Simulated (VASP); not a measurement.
## HC12: single point with PBE

The system is HC12, a slab with vacuum.

```
CELL_PARAMETERS angstrom
5.05093 0.00000 0.00000
0.00000 5.05093 0.00000
0.00000 0.00000 22.37549
ATOMIC_POSITIONS crystal
C 0.00000 0.25000 0.17877
C 0.00000 0.75000 0.17877
C 0.50000 0.25000 0.17877
C 0.50000 0.75000 0.17877
C 0.00000 0.00000 0.21867
C 0.00000 0.50000 0.21867
C 0.50000 0.00000 0.21867
C 0.50000 0.50000 0.21867
C 0.25000 0.00000 0.25858
C 0.25000 0.50000 0.25858
C 0.75000 0.00000 0.25858
C 0.75000 0.50000 0.25858
C 0.25000 0.25000 0.29760
C 0.25000 0.75000 0.29760
C 0.75000 0.25000 0.29760
C 0.75000 0.75000 0.29760
C 0.00000 0.25000 0.33949
C 0.00000 0.75000 0.33949
C 0.50000 0.25000 0.33949
C 0.50000 0.75000 0.33949
C 0.00000 0.00000 0.37432
C 0.00000 0.50000 0.37432
C 0.50000 0.00000 0.37432
C 0.50000 0.50000 0.37432
H 0.85201 0.37500 0.39443
H 0.14799 0.37500 0.39443
```

```yaml
Program: VASP 6.6.1
Task: single point
Functional: PBE
Potentials_or_basis: VASP PAW PBE potentials, release 64 (C, H)
Cutoff: 520 eV
k_mesh: 5 × 5 × 1
Occupations: gaussian, width 0.05 eV
Spin: no spin polarisation
```

```yaml
Largest_force: 5.680 eV/Å
Band_gap_on_the_k_mesh: zero (band 49 reaches -2.88 eV, above the bottom of band 50 at -3.06 eV)
```

Forces on the atoms (eV/Å):
```
C    0.000  0.006  2.143
C    0.000 -0.015  2.122
C    0.000  0.057  2.227
C    0.000 -0.068  2.232
C    0.000  0.018 -2.485
C    0.000  0.006 -2.483
C    0.000 -0.044 -2.554
C    0.000 -0.004 -2.625
C    0.257  0.010  0.148
C    0.091 -0.040  0.244
C   -0.257  0.010  0.148
C   -0.091 -0.040  0.244
C   -0.356 -0.202 -0.315
C   -0.353 -0.171  0.158
C    0.356 -0.202 -0.315
C    0.353 -0.171  0.158
C    0.000 -2.021 -5.308
C    0.000  0.716 -0.372
C    0.000  0.025 -0.116
C    0.000  0.041  0.079
C    0.000  0.048  0.518
C    0.000 -1.599 -0.218
C    0.000  0.094  0.150
C    0.000 -0.404  0.200
H   -2.693  1.975  3.010
H    2.693  1.975  3.010
```

Levels at points of the mesh, in eV from the Fermi level:
```csv
k point,band 47,band 48,band 49,band 50,band 51,band 52
"(0.00, 0.00, 0.00)",-0.71,-0.28,-0.21,-0.18,0.15,0.72
```

Run time: 24 min on 1 thread of AMD EPYC 7R43 64-Core Processor (Zen 3) (shared host), peak memory 0.6 GiB.
